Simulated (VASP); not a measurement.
# C: single point with r2SCAN

Crystal: C.

```
CELL_PARAMETERS angstrom
2.40728 0.00000 0.00000
-1.20364 2.08476 0.00000
0.00000 0.00000 11.87783
ATOMIC_POSITIONS crystal
C 0.00000 0.00000 0.18696
C 0.00000 0.00000 0.68696
C 0.00000 0.00000 0.31304
C 0.00000 0.00000 0.81304
C 0.33333 0.66667 0.52078
C 0.66667 0.33333 0.02078
C 0.33333 0.66667 0.97922
C 0.66667 0.33333 0.47922
C 0.33333 0.66667 0.64504
C 0.66667 0.33333 0.14504
C 0.33333 0.66667 0.85496
C 0.66667 0.33333 0.35496
```

This cell differs from its parent crystal: volume scaled by 0.88, then relaxed in part.

| Property | Result |
| --- | --- |
| Program | VASP 6.6.1 |
| Task | single point |
| Functional | r2SCAN |
| Potentials or basis | VASP PAW PBE potentials, release 64 (C) |
| Cutoff | 520 eV |
| k mesh | 12 × 12 × 2 |
| Occupations | gaussian, width 0.02 eV |
| Spin | no spin polarisation |
| Dipole correction | no |
| Further INCAR settings | ALGO = Normal; EDIFF = 1e-06; NBANDS = 36 |

| Property | Result |
| --- | --- |
| Pressure | 74.4 GPa |
| Largest force | 0.005 eV/Å |
| Band gap on the k mesh | 5.01 eV, indirect (least direct gap 5.91 eV) |

Forces in eV/Å, atoms in the order of the input:
```
C    0.000  0.000  0.005
C    0.000  0.000  0.005
C    0.000  0.000 -0.005
C    0.000  0.000 -0.005
C    0.000  0.000  0.001
C    0.000  0.000  0.001
C    0.000  0.000 -0.001
C    0.000  0.000 -0.001
C    0.000  0.000 -0.004
C    0.000  0.000 -0.004
C    0.000  0.000  0.004
C    0.000  0.000  0.004
```

Levels at points of the mesh, in eV from the valence-band top:
```csv
k point,band 21,band 22,band 23,band 24,band 25,band 26,band 27,band 28
"(0.00, 0.00, 0.00)",-1.19,-0.23,0.00,0.00,5.91,5.91,6.10,7.21
"(0.50, 0.00, 0.00)",-4.91,-4.86,-4.36,-3.50,5.17,5.81,5.86,6.25
"(0.00, 0.00, 0.50)",-0.40,-0.40,-0.40,-0.40,6.39,6.39,6.39,6.39
"(0.50, 0.00, 0.50)",-4.54,-4.54,-3.92,-3.92,5.34,5.34,6.55,6.55
```

Run time: 6 min on 1 thread of Intel(R) Xeon(R) Platinum 8259CL CPU @ 2.50GHz (Skylake/Cascade Lake), on a shared host, peak memory 0.19 GiB.

Caveat: the PAW data sets were made with another functional, which shifts forces and pressure a little. A k mesh can miss the band edges.
